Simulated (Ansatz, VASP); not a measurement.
One calculation of RbBr, two programs

POSCAR

```
RbBr
1.0
    0.0000000000      3.4608320474      3.4608320474
    3.5639648424      0.0000000000      3.4608320474
    3.5639648424      3.4608320474      0.0000000000
Rb Br
1 1
Direct
    0.0000000000      0.0000000000      0.0000000000
    0.5000000000      0.5000000000      0.5000000000
```

INCAR.step1

```
SYSTEM = RbBr
ALGO = Normal
EDIFF = 1E-5
ENCUT = 520
GGA = PE
ISIF = 2
ISMEAR = 0
LASPH = .TRUE.
LREAL = .FALSE.
LWAVE = .TRUE.
NBANDS = 15
NELM = 80
PREC = Accurate
SIGMA = 0.01
```

File INCAR.step2:

```
SYSTEM = RbBr
ALGO = Normal
EDIFF = 1E-7
ENCUT = 520
GGA = PE
HFSCREEN = 0.2079
ISIF = 2
ISMEAR = 0
ISTART = 1
LASPH = .TRUE.
LCHARG = .TRUE.
LELF = .TRUE.
LHFCALC = .TRUE.
LREAL = .FALSE.
LVHAR = .TRUE.
LWAVE = .FALSE.
NBANDS = 15
NELM = 80
PREC = Accurate
PRECFOCK = Normal
SIGMA = 0.01
```

The input KPOINTS:

```
k-points
0
G
  4 4 4
  0 0 0
```

Input for Ansatz:

```yaml
crystal:
  lattice:
    - [0.0, 3.4608320474, 3.4608320474]
    - [3.5639648424, 0.0, 3.4608320474]
    - [3.5639648424, 3.4608320474, 0.0]
  atoms:
    - { symbol: Rb, position: [0.0, 0.0, 0.0] }
    - { symbol: Br, position: [0.5, 0.5, 0.5] }
kpoints:
  mp_grid: { grid: [4, 4, 4] }
  band_path:
    path:
      - [0.0, 0.0, 0.0]
      - [0.5, 0.0, 0.5]
      - [0.625, 0.25, 0.625]
      - [0.375, 0.375, 0.75]
      - [0.5, 0.5, 0.5]
      - [0.5, 0.25, 0.75]
    npoints: 1
hamiltonian:
  xc: hse06
scf:
  occupations: { method: fixed }
  n_extra_bands: 4
output:
  forces: true
  stress: true
  eigenvalues: true
```

Change from the starting cell: uniaxial_x strain +3.0%.

Alike in both runs: task single point; functional HSE06; k mesh 4 × 4 × 4; no spin polarisation.

```csv
,VASP,Ansatz
version,VASP 6.6.1,Ansatz 0.2.0
potentials or method,"VASP PAW PBE potentials, release 64 (Rb_sv, Br)","plane waves, PAW"
plane-wave cutoff (eV),520,420
occupations,"gaussian, width 0.01 eV",fixed
valence electrons in the cell,16,16
```

```tsv
	VASP	Ansatz	Ansatz less VASP
gap on the k mesh at the Fermi level (eV)	5.36	5.36	0.000
pressure (GPa)	0.0	0.0	-0.01
traceless stress, the component that is largest in VASP (GPa)	-0.44	-0.44	+0.003
```

Ansatz's warnings: stress exchange threshold loose, stress scf threshold loose.
